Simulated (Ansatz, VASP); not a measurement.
**RuF2: VASP beside Ansatz**

```
Ru F
1.0
     3.21963    0.00000    0.00000
    -1.60981    2.78828    0.00000
     0.00000    0.00000    4.30563
Ru F
1 2
Direct
  0.00000 0.00000 0.00000
  0.33333 0.66667 0.22231
  0.66667 0.33333 0.77769
```

Alike in both runs: task single point; functional PBEsol; k mesh 12 × 12 × 8; occupations gaussian, width 0.05 eV; no spin polarisation.

|  | VASP | Ansatz |
| --- | --- | --- |
| version | VASP 6.6.1 | Ansatz 0.2.0 |
| potentials or method | VASP PAW PBE potentials, release 64 (Ru_pv, F), cutoff 520 eV | scalar-relativistic, plane waves, PAW |
| valence electrons in the cell | 28 | 30 |

VASP gave:

| Quantity | Value |
| --- | --- |
| gap on the k mesh at the Fermi level (eV) | 0.52 |
| least direct gap on the mesh (eV) | 0.91 |
| pressure (GPa) | 0.2 |
| traceless stress, the component that is largest in VASP (GPa) | -0.41 |
| rms of the force components (eV/Å) | 0.016 |

Problem. Estimate Ansatz's values.

Solution. gap on the k mesh at the Fermi level (eV): 0.53; least direct gap on the mesh (eV): 0.92; pressure (GPa): 0.0; traceless stress, the component that is largest in VASP (GPa): -0.03; rms of the force components (eV/Å): 0.000.

VASP's potentials were made for PBE, not for PBEsol. Atom by atom the forces differ by 0.016 eV/Å (rms over components). With one functional, cell and mesh, what is left measures potentials, basis and numerics. VASP's potentials hold 28 valence electrons a cell and Ansatz's 30, so a difference there can come from the potentials and not from the codes.
